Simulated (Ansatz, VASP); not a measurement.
Two plane-wave programs on GaN

```
Ga N
1.0
     0.00000    2.22770    2.22770
     2.22770    0.00000    2.22770
     2.22770    2.22770    0.00000
Ga N
1 1
Direct
  0.00000 0.00000 0.00000
  0.75000 0.75000 0.75000
```

Alike in both runs: task relaxation of cell and atoms; functional LDA; k mesh 10 × 10 × 10; no spin polarisation.

```csv
,VASP,Ansatz
version,VASP 6.6.1,Ansatz 0.2.0
potentials or method,"VASP PAW LDA potentials, release 64 (Ga_d, N), cutoff 600 eV","scalar-relativistic, plane waves, PAW"
occupations,"gaussian, width 0.01 eV",fixed
valence electrons in the cell,18,18
```

Ansatz gave:

* gap on the k mesh at the Fermi level, each at its own relaxed structure (eV): 1.96
* relaxed volume (Å³/atom): 11.06
* relaxed cell length with the largest relative difference (Å): 3.150

Problem. What did VASP give for the same quantities?

Solution. gap on the k mesh at the Fermi level, each at its own relaxed structure (eV): 1.94; relaxed volume (Å³/atom): 11.11; relaxed cell length with the largest relative difference (Å): 3.156.

LDA's correlation is that of Perdew and Zunger in VASP and of Perdew and Wang (1992) in Ansatz.
